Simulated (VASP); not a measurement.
Input of a VASP 6.6.1 run:

Contents of INCAR:

```
PREC = Accurate
ENCUT = 520
EDIFF = 1E-6
ISMEAR = 0
SIGMA = 0.05
LREAL = False
LASPH = True
NELM = 60
ALGO = Normal
ISIF = 2
LWAVE = False
LCHARG = True
GGA = PE
IVDW = 12
LELF = True
LVHAR = True
NBANDS = 64
```

The input KPOINTS:

```
regular mesh
0
Gamma
  6 6 6
```

POSCAR

```
WS2
1.0
    3.1572031343     -5.4684362384      0.0000000000
    6.3144062686      0.0000000000      0.0000000000
    3.1572031343     -1.8228120795      6.0393060278
W S
4 8
Direct
    0.5006554632      0.0006554632      0.9980336103
    0.0006554632      0.0006554632      0.9980336103
    0.5006554632      0.5006554632      0.9980336103
    0.0006554632      0.5006554632      0.9980336103
    0.7472223774      0.2472223774      0.2583328678
    0.2472223774      0.2472223774      0.2583328678
    0.7472223774      0.7472223774      0.2583328678
    0.2472223774      0.7472223774      0.2583328678
    0.9307688009      0.3684724840      0.7699899143
    0.4208221593      0.4208221593      0.7375335222
    0.9208221593      0.9208221593      0.7375335222
    0.4208221593      0.9208221593      0.7375335222
```

Potentials or basis: VASP PAW PBE potentials, release 64 (W_sv, S).

Command:

```sh
$ cat potpaw_PBE.64/W_sv/POTCAR potpaw_PBE.64/S/POTCAR > POTCAR
$ mpirun -np 1 vasp_std > vasp.out
```

Task: Estimate the pressure.

Result: 4.0 GPa.

Task: Predict the dispersion energy per atom.

Result: -0.437 eV.

Task: Estimate the band gap on the k mesh.

Result: 0.87 eV (least direct gap 1.70 eV).

Task: Predict the largest force.

Result: 7.104 eV/Å.

Forces in eV/Å, atoms in the order of the input:
```
W    0.092  0.053  0.188
W   -3.596 -2.076  3.728
W   -0.297 -0.008  0.498
W   -0.156 -0.253  0.498
S    0.070  0.040  0.420
S    0.050  0.029 -0.080
S   -0.108  0.068  0.101
S    0.005 -0.127  0.101
S    4.363  2.519 -5.008
S    0.045  0.026 -0.134
S   -0.334  0.037 -0.156
S   -0.135 -0.308 -0.156
```

Caveat: the cell differs from its parent crystal (atom 9 (S) moved +0.300 Å towards its neighbour atom 2 (W) at 2.408 Å); the cell stands under pressure; spin-orbit coupling is left out, which moves the levels of the heavy elements; forces of over 1 eV/Å act on the atoms, so gaps and moduli don't describe the material at rest. A k mesh can miss the band edges.
